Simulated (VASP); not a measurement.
Here is a VASP 6.6.1 calculation.

INCAR

```
SYSTEM = C
PREC = Accurate
ENCUT = 600
EDIFF = 1E-6
ISMEAR = -1
SIGMA = 0.15
LREAL = .False.
LASPH = .True.
NELM = 120
ALGO = Normal
ISIF = 2
LWAVE = .False.
LCHARG = .False.
NBANDS = 11
GGA_COMPAT = .False.
```

KPOINTS

```
regular mesh
0
Gamma
  11 11 3
  0 0 0
```

Contents of POSCAR:

```
C
1.0
    2.4724365005      0.0000000000      0.0000000000
   -1.2362182503      2.1411932052      0.0000000000
    0.0000000000      0.0000000000      8.5802536716
C
2
Direct
    0.3333333333      0.6666666667      0.0000000000
    0.6666666667      0.3333333333      0.0000000000
```

Potentials or basis: VASP PAW LDA potentials, release 64 (C).

Command:

```console
$ cat potpaw_LDA.64/C/POTCAR > POTCAR
$ mpirun -np 1 vasp_std > vasp.out
```

(1) What does it give for the band gap on the k mesh?

Results:

(1) 1.49 eV, direct.
